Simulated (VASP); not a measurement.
# Sn (Im-3m) in VASP: relaxation of cell and atoms with PBE

Aim: the relaxation of cell and atoms of Sn with PBE.

Program: VASP 6.6.1. These are calculated values, not measurements. Logs are shortened: lines on timing, memory, paths and dates and some standing lists are left out, and cuts for length are marked.

## 1. The cell of the first run

The structure is cubic, space group Im-3m (No. 229). The conventional cell has a = 8.768 Å, b = 8.768 Å, c = 8.768 Å, α = 90.00°, β = 90.00°, γ = 90.00°. Sn (site symmetry 3m) has 4 Sn at 2.78 Å within 3.7 Å.

The cell was generated, and may not be a known phase.

## 2. Relaxation of cell and atoms, PBE

Input file INCAR:

```
SYSTEM = Sn
PREC = Accurate
ENCUT = 600
EDIFF = 1E-6
ISMEAR = 0
SIGMA = 0.1
LREAL = .False.
LASPH = .True.
NELM = 100
ALGO = Fast
ISIF = 3
LWAVE = .False.
LCHARG = .False.
GGA = PE
IBRION = 2
NSW = 90
EDIFFG = -0.04
```

Input file KPOINTS:

```
regular mesh
0
Gamma
  4 4 4
  0 0 0
```

Input file POSCAR:

```
Sn
1.0
   -4.3841098200      4.3841098200      4.3841098200
    4.3841098200     -4.3841098200      4.3841098200
    4.3841098200      4.3841098200     -4.3841098200
Sn
8
Direct
    0.3171980400      0.3171980400      0.3171980400
    0.0000000000      0.0000000000      0.6828019600
    0.0000000000      0.6828019600      0.0000000000
    0.6828019600      0.0000000000      0.0000000000
    0.6828019600      0.6828019600      0.6828019600
    0.0000000000      0.0000000000      0.3171980400
    0.0000000000      0.3171980400      0.0000000000
    0.3171980400      0.0000000000      0.0000000000
```

Potentials or basis: VASP PAW PBE potentials, release 64 (Sn_d).

Run with:

```console
cat potpaw_PBE.64/Sn_d/POTCAR > POTCAR
mpirun -np 1 vasp_std > vasp.out
```

OUTCAR:

```text
SYSTEM = Sn
   PREC = Accurate
   ENCUT = 600
   EDIFF = 1E-6
   ISMEAR = 0
   LREAL = .False.
   LASPH = .True.
   NELM = 100
   ISIF = 3
   GGA = PE
   IBRION = 2
   NSW = 90
   EDIFFG = -0.04

 ion  position               nearest neighbor table
   1  0.317  0.317  0.317-   5 2.78   6 2.78   7 2.78   8 2.78
   2  0.000  0.000  0.683-   6 2.78   5 2.78   7 2.78   8 2.78
   3  0.000  0.683  0.000-   7 2.78   6 2.78   5 2.78   8 2.78
   4  0.683  0.000  0.000-   8 2.78   6 2.78   7 2.78   5 2.78
   5  0.683  0.683  0.683-   1 2.78   2 2.78   3 2.78   4 2.78
   6  0.000  0.000  0.317-   2 2.78   1 2.78   3 2.78   4 2.78
   7  0.000  0.317  0.000-   3 2.78   2 2.78   1 2.78   4 2.78
   8  0.317  0.000  0.000-   4 2.78   2 2.78   3 2.78   1 2.78

  LATTYP: Found a body centered cubic cell.
 ALAT       =     8.7682196400

  Lattice vectors:

 A1 = (  -4.3841098200,   4.3841098200,   4.3841098200)
 A2 = (   4.3841098200,  -4.3841098200,   4.3841098200)
 A3 = (   4.3841098200,   4.3841098200,  -4.3841098200)

Analysis of symmetry for initial positions (statically):
=====================================================================
 Subroutine PRICEL returns:
 Original cell was already a primitive cell.

 Routine SETGRP: Setting up the symmetry group for a
 body centered cubic supercell.

 Subroutine GETGRP returns: Found 48 space group operations
 (whereof 48 operations were pure point group operations)
 out of a pool of 48 trial point group operations.

The static configuration has the point symmetry O_h .

Analysis of symmetry for dynamics (positions and initial velocities):
=====================================================================
 Subroutine PRICEL returns:
 Original cell was already a primitive cell.

 Routine SETGRP: Setting up the symmetry group for a
 body centered cubic supercell.

 Subroutine GETGRP returns: Found 48 space group operations
 (whereof 48 operations were pure point group operations)
 out of a pool of 48 trial point group operations.

The dynamic configuration has the point symmetry O_h .

 Subroutine INISYM returns: Found 48 space group operations
 (whereof 48 operations are pure point group operations),
 and found     1 'primitive' translations

----------------------------------------------------------------------------------------

                                     Primitive cell

  volume of cell :     337.0577

  direct lattice vectors                    reciprocal lattice vectors
[... 72 lines left out ...]
 SYSTEM =  Sn
   PREC   = accura    normal or accurate (medium, high low for compatibility)
   ISTART =      0    job   : 0-new  1-cont  2-samecut
   ICHARG =      2    charge: 1-file 2-atom 10-const
   ISPIN  =      1    spin polarized calculation?
   LNONCOLLINEAR =      F non collinear calculations
   LSORBIT =      F    spin-orbit coupling
   LASPH  =      T    aspherical Exc in radial PAW
   ENCUT  =  600.0 eV  44.10 Ry    6.64 a.u.  15.17 15.17 15.17*2*pi/ulx,y,z
   NELM   =    100;   NELMIN=  2; NELMDL= -5     # of ELM steps
   EDIFF  = 0.1E-05   stopping-criterion for ELM
   LREAL  =      F    real-space projection
   EDIFFG = -.4E-01   stopping-criterion for IOM
   NSW    =     90    number of steps for IOM
   IBRION =      2    ionic relax: 0-MD 1-quasi-New 2-CG
   NFREE  =      1    steps in history (QN), initial steepest desc. (CG)
   ISIF   =      3    stress and relaxation
   ISYM   =      2    0-nonsym 1-usesym 2-fastsym
   POTIM  = 0.5000    time-step for ionic-motion
   TEBEG  =    0.0;   TEEND  =   0.0 temperature during run
   PSTRESS=    0.0 pullay stress
   NELECT =     112.0000    total number of electrons
   NUPDOWN=      -1.0000    fix difference up-down
   EMIN   =  10.00;   EMAX   =-10.00  energy-range for DOS
   EFERMI =   0.00;   METHOD = LEGACY
   ISMEAR =     0;   SIGMA  =   0.10  broadening in eV -4-tet -1-fermi 0-gaus
   EFERMI_NEDOS =   21; number of points for ismear=-14 and -15
   IALGO  =     68    algorithm
   IMIX   =      4    mixing-type and parameters
     AMIX     =   0.40;   BMIX     =  1.00
     AMIX_MAG =   1.60;   BMIX_MAG =  1.00
  volume/ion in A,a.u.               =      42.13       284.32
  Fermi-wavevector in a.u.,A,eV,Ry     =   1.133912  2.142783 17.493783  1.285757
  Thomas-Fermi vector in A             =   2.270616
   LORBIT       =      0    0 simple, 1 ext, 2 COOP (PROOUT), +10 PAW based schemes
   GGA     = PE    functional components
   LHFCALC =     F    Hartree Fock is set to
   AEXX    =    0.0000 exact exchange contribution
   IVDW    =     0    specifies the selected vdW correction
   LEPSILON=     F    determine dielectric tensor
   LRPA    =     F    only Hartree local field effects (RPA)
 conjugate gradient relaxation of ions
 non-spin polarized calculation
 RMM-DIIS sequential band-by-band and
 Gauss-broadening in eV      SIGMA  =   0.10
  energy-cutoff  :      600.00
  volume of cell :      337.06
 maximum number of plane-waves:     11297
 NGX is ok and might be reduce to    64
   NGX = 31   NGY = 31   NGZ = 31

--------------------------------------- Ionic step        1  -------------------------------------------

 number of electron     112.0000006 magnetization

 Free energy of the ion-electron system (eV)
  ---------------------------------------------------
  ext. energy  EPLUGINS =         0.00000000
  ---------------------------------------------------
  free energy    TOTEN  =       -28.39611991 eV

  energy without entropy =      -28.38932900  energy(sigma->0) =      -28.39272446

------------------------ aborting loop because EDIFF is reached ----------------------------------------

  FORCE on cell =-STRESS in cart. coord.  units (eV):
  Direction    XX          YY          ZZ          XY          YZ          ZX
  --------------------------------------------------------------------------------------
  -------------------------------------------------------------------------------------
  Total       10.4940413     10.4940413     10.4940413      0.0000000      0.0000000      0.0000000
  in kB       49.8826006     49.8826006     49.8826006      0.0000000      0.0000000      0.0000000
  external PRESSURE =      49.8826006 kB  Pullay stress =       0.0000000 kB
[... 197 lines left out ...]
--------------------------------------- Ionic step        6  -------------------------------------------

 number of electron     112.0000011 magnetization

 Free energy of the ion-electron system (eV)
  ---------------------------------------------------
  ext. energy  EPLUGINS =         0.00000000
  ---------------------------------------------------
  free energy    TOTEN  =       -29.09518462 eV

  energy without entropy =      -29.08994163  energy(sigma->0) =      -29.09256313

 E-fermi :   2.6029     XC(G=0):  -7.0611

 val. band max:        2.5651901538   @ k =   0.0000   0.0000   0.0000
 cond. band min:       2.6346485857   @ k =   0.5000   0.5000   0.5000
 fundamental gap:      0.0694584319
 Fermi energy:         2.6028866428

 k-point     1 :       0.0000    0.0000    0.0000
  band No.  band energies     occupation
      1     -18.8588      2.00000
      2     -18.8250      2.00000
      3     -18.8250      2.00000
      4     -18.8250      2.00000
      5     -18.7763      2.00000
      6     -18.7763      2.00000
[... 584 lines left out ...]
  FREE ENERGIE OF THE ION-ELECTRON SYSTEM (eV)
  ---------------------------------------------------
  free  energy   TOTEN  =       -29.0951846244 eV

  energy  without entropy=      -29.0899416343  energy(sigma->0) =      -29.09256313

 reached required accuracy - stopping structural energy minimisation
```

CONTCAR:

```text
Sn
   1.00000000000000
    -4.5898799596172939    4.5898799596172939    4.5898799596172939
     4.5898799596172939   -4.5898799596172939    4.5898799596172939
     4.5898799596172939    4.5898799596172939   -4.5898799596172939
  Sn
     8
Direct
     0.3188732054262465    0.3188732054262465    0.3188732054262465
     0.0000000000000000    0.0000000000000000    0.6811267945737535
     0.0000000000000000    0.6811267945737535    0.0000000000000000
     0.6811267945737535    0.0000000000000000    0.0000000000000000
     0.6811267945737535    0.6811267945737535    0.6811267945737535
     0.0000000000000000    0.0000000000000000    0.3188732054262465
     0.0000000000000000    0.3188732054262465    0.0000000000000000
     0.3188732054262465    0.0000000000000000    0.0000000000000000

  0.00000000E+00  0.00000000E+00  0.00000000E+00
  0.00000000E+00  0.00000000E+00  0.00000000E+00
  0.00000000E+00  0.00000000E+00  0.00000000E+00
  0.00000000E+00  0.00000000E+00  0.00000000E+00
  0.00000000E+00  0.00000000E+00  0.00000000E+00
  0.00000000E+00  0.00000000E+00  0.00000000E+00
  0.00000000E+00  0.00000000E+00  0.00000000E+00
  0.00000000E+00  0.00000000E+00  0.00000000E+00
```

Wall time 40 min (1 thread of Oxide Virtual Turin-like, shared host); peak memory 0.66 GiB.

Results:

* Free energy: -29.0952 eV
* Relaxed volume: 48.35 Å³/atom
* Relaxed cell: a = 7.950 Å, b = 7.950 Å, c = 7.950 Å, α = 109.47°, β = 109.47°, γ = 109.47°
* Space group after relaxing (to 0.1 Å): Im-3m (No. 229)
* Energy gained by relaxing: 87.4 meV/atom
* Ionic steps: 6
* Pressure after relaxing: -0.1 GPa
* Largest force after relaxing: 0.016 eV/Å
* Band gap on the k mesh: zero (bands 56 and 57 overlap by 0.35 eV)

Forces on the atoms (eV/Å):
```
Sn  -0.009 -0.009 -0.009
Sn   0.009  0.009 -0.009
Sn   0.009 -0.009  0.009
Sn  -0.009  0.009  0.009
Sn   0.009  0.009  0.009
Sn  -0.009 -0.009  0.009
Sn  -0.009  0.009 -0.009
Sn   0.009 -0.009 -0.009
```

The path:
```tsv
step	energy change (eV)	largest force (eV/Å)	pressure (GPa)	volume (Å³)
1	0.0000	0.8894	4.99	337.06
2	-0.5245	0.6206	-1.36	405.18
3	-0.6802	0.2500	0.22	379.90
4	-0.6800	0.2670	0.18	380.79
5	-0.6974	0.0964	0.04	384.75
6	-0.6991	0.0155	-0.09	386.78
```

Final structure:
```
Sn
1.0
    -4.58988    4.58988    4.58988
     4.58988   -4.58988    4.58988
     4.58988    4.58988   -4.58988
Sn
8
Direct
  0.31887 0.31887 0.31887
  0.00000 0.00000 0.68113
  0.00000 0.68113 0.00000
  0.68113 0.00000 0.00000
  0.68113 0.68113 0.68113
  0.00000 0.00000 0.31887
  0.00000 0.31887 0.00000
  0.31887 0.00000 0.00000
```

Levels at points of the mesh, in eV from the Fermi level:
| k point | band 53 | band 54 | band 55 | band 56 | band 57 | band 58 | band 59 | band 60 |
| --- | --- | --- | --- | --- | --- | --- | --- | --- |
| (0.00, 0.00, 0.00) | -1.58 | -1.41 | -0.04 | -0.04 | -0.04 | 0.91 | 0.91 | 0.91 |
| (0.50, 0.00, 0.00) | -1.32 | -0.85 | -0.61 | -0.49 | 0.68 | 1.42 | 1.71 | 1.79 |
| (0.50, 0.50, 0.50) | -2.18 | 0.03 | 0.03 | 0.03 | 0.48 | 1.46 | 1.46 | 1.46 |

Caveat: spin-orbit coupling is left out, which moves the levels of the heavy elements.

The gap in the log of VASP goes by the Fermi energy; the results here count the filled bands.